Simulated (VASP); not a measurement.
# Te (P3_121) in VASP: notebook, part 2 of 2

VASP 6.6.1. Earlier steps stand in the parts before.

**3. Single point, r2SCAN**

POSCAR reads:

```
Te
1.0
    4.3195080000      0.0000000000      0.0000000000
   -2.1597540000      3.7408040000      0.0000000000
    0.0000000000      0.0000000000      5.9442510000
Te
3
Direct
    0.2848580000      0.0000000000      0.3333330000
    0.0000000000      0.2848580000      0.6666670000
    0.7151420000      0.7151420000      0.0000000000
```

INCAR.step1 reads:

```
PREC     = Accurate       # precision mode
ENCUT    = 520            # plane-wave cutoff, eV
ISMEAR   = -1             # smearing method
SIGMA    = 0.05           # smearing width, eV
LREAL    = F              # projectors in reciprocal space
LASPH    = T              # aspherical terms in the spheres
NELM     = 60             # most SCF steps
NBANDS   = 16             # bands
GGA      = PE             # functional
ALGO     = Normal         # electronic algorithm
EDIFF    = 1E-4           # SCF threshold, eV
LWAVE    = T              # write WAVECAR
LCHARG   = F              # write CHGCAR
```

INCAR.step2 reads:

```
PREC     = Accurate       # precision mode
ENCUT    = 520            # plane-wave cutoff, eV
EDIFF    = 1E-6           # SCF threshold, eV
ISMEAR   = -1             # smearing method
SIGMA    = 0.05           # smearing width, eV
LREAL    = F              # projectors in reciprocal space
LASPH    = T              # aspherical terms in the spheres
NELM     = 60             # most SCF steps
ALGO     = Normal         # electronic algorithm
ISIF     = 2              # what is computed and relaxed
LWAVE    = F              # write WAVECAR
LCHARG   = F              # write CHGCAR
METAGGA  = R2SCAN         # meta-GGA
LMIXTAU  = T            
NBANDS   = 16             # bands
ISTART   = 1
```

KPOINTS reads:

```
Automatic mesh
0
Gamma
  8 8 5
```

Potentials or basis: VASP PAW PBE potentials, release 64 (Te).

Launch:

```sh
$ cat potpaw_PBE.64/Te/POTCAR > POTCAR
$ cp INCAR.step1 INCAR
$ mpirun -np 1 vasp_std > vasp.out
$ cp INCAR.step2 INCAR
$ mpirun -np 1 vasp_std > vasp.out
```

OUTCAR:

```text
PREC = Accurate
   ENCUT = 520
   EDIFF = 1E-6
   ISMEAR = -1
   LREAL = F
   LASPH = T
   NELM = 60
   ISIF = 2
   METAGGA = R2SCAN
   ISTART = 1

 ion  position               nearest neighbor table
   1  0.285  0.000  0.333-   3 2.91   2 2.91   3 3.34   3 3.34   2 3.34   2 3.34
   2  0.000  0.285  0.667-   3 2.91   1 2.91   3 3.34   3 3.34   1 3.34   1 3.34
   3  0.715  0.715  0.000-   1 2.91   2 2.91   1 3.34   2 3.34   2 3.34   1 3.34

  LATTYP: Found a hexagonal cell.
 ALAT       =     4.3195080000
 C/A-ratio  =     1.3761407549

[... 634 lines left out ...]
      6       2.5761      2.00000
[... 8 lines left out ...]
     15      14.6865      0.00000
     16      15.0786      0.00000

 [... further k-points ...]
[... 5 lines left out ...]
  --------------------------------------------------------------------------------------
  -------------------------------------------------------------------------------------
  Total        1.2765172      1.2765174      1.2662402     -0.0000000      0.0000000      0.0000000
  in kB       21.2931972     21.2932011     21.1217699     -0.0000000      0.0000000      0.0000000
  external PRESSURE =      21.2360561 kB  Pullay stress =       0.0000000 kB

 VOLUME and BASIS-vectors are now :
 -----------------------------------------------------------------------------
  energy-cutoff  :      520.00
  volume of cell :       96.05
      direct lattice vectors                 reciprocal lattice vectors
     4.319508000  0.000000000  0.000000000     0.231507848  0.133661106  0.000000000
    -2.159754000  3.740804000  0.000000000     0.000000000  0.267322212  0.000000000
     0.000000000  0.000000000  5.944251000     0.000000000  0.000000000  0.168229774

 POSITION                                       TOTAL-FORCE (eV/Angst)
 -----------------------------------------------------------------------------------
      1.23045      0.00000      1.98142        -0.164497      0.000000     -0.000000
     -0.61522      1.06560      3.96284         0.082249     -0.142459      0.000000
      1.54453      2.67521      0.00000         0.082249      0.142459      0.000000
 -----------------------------------------------------------------------------------
    total drift:                                0.000247     -0.000366      0.000015

  FREE ENERGIE OF THE ION-ELECTRON SYSTEM (eV)
  ---------------------------------------------------
  free  energy   TOTEN  =       -76.1492900541 eV

  energy  without entropy=      -76.1491543180  energy(sigma->0) =      -76.14922219
```

OUTCAR.step1:

```text
PREC = Accurate
   ENCUT = 520
   ISMEAR = -1
   LREAL = F
   LASPH = T
[... 682 lines left out ...]
      1.23045      0.00000      1.98142         0.019131      0.000000     -0.000000
     -0.61522      1.06560      3.96284        -0.009565      0.016568      0.000000
      1.54453      2.67521      0.00000        -0.009565     -0.016568      0.000000
 -----------------------------------------------------------------------------------
    total drift:                                0.000246     -0.000361      0.000016

  FREE ENERGIE OF THE ION-ELECTRON SYSTEM (eV)
  ---------------------------------------------------
  free  energy   TOTEN  =        -9.3721559435 eV

  energy  without entropy=       -9.3718830274  energy(sigma->0) =       -9.37201949
```

OSZICAR.step1:

```text
N       E                     dE             d eps       ncg     rms          rms(c)
DAV:   1     0.724306360296E+02    0.72431E+02   -0.65704E+03  1280   0.904E+02
DAV:   2    -0.491058321543E+01   -0.77341E+02   -0.73141E+02  1760   0.136E+02
DAV:   3    -0.930333536071E+01   -0.43928E+01   -0.43767E+01  1584   0.364E+01
DAV:   4    -0.937713162201E+01   -0.73796E-01   -0.73791E-01  1928   0.547E+00
DAV:   5    -0.937819101121E+01   -0.10594E-02   -0.10594E-02  1720   0.566E-01    0.132E+01
DAV:   6    -0.937161314575E+01    0.65779E-02   -0.11468E-02  1696   0.651E-01    0.824E+00
DAV:   7    -0.937240450862E+01   -0.79136E-03   -0.24136E-02  1656   0.961E-01    0.231E-01
DAV:   8    -0.937213601197E+01    0.26850E-03   -0.40211E-03  1544   0.348E-01    0.128E-01
DAV:   9    -0.937215594346E+01   -0.19931E-04   -0.99053E-05  1424   0.683E-02
   1 F= -.93721559E+01 E0= -.93720195E+01  d E =-.272916E-03
```

Run time: 2.3 min. Hardware: 1 thread of Intel Xeon Platinum 8488C (Sapphire Rapids), shared host; peak memory 0.25 GiB.

Results:

* Free energy: -76.1493 eV
* Pressure: 2.1 GPa
* Largest force: 0.164 eV/Å
* Band gap on the k mesh: 0.56 eV, indirect (least direct gap 0.72 eV)

Forces in eV/Å, atoms in the order of the input:
```
Te  -0.164  0.000  0.000
Te   0.082 -0.142  0.000
Te   0.082  0.142  0.000
```

Levels at points of the mesh, in eV from the valence-band top:
| k point | band 7 | band 8 | band 9 | band 10 | band 11 | band 12 |
| --- | --- | --- | --- | --- | --- | --- |
| (0.00, 0.00, 0.00) | -1.64 | -1.64 | -1.07 | 1.28 | 1.28 | 2.04 |
| (0.50, 0.00, 0.00) | -3.91 | -0.68 | -0.56 | 0.91 | 0.93 | 3.01 |

Caveat: the PAW data sets were made with another functional, which shifts forces and pressure a little; spin-orbit coupling is left out, which moves the levels of the heavy elements.
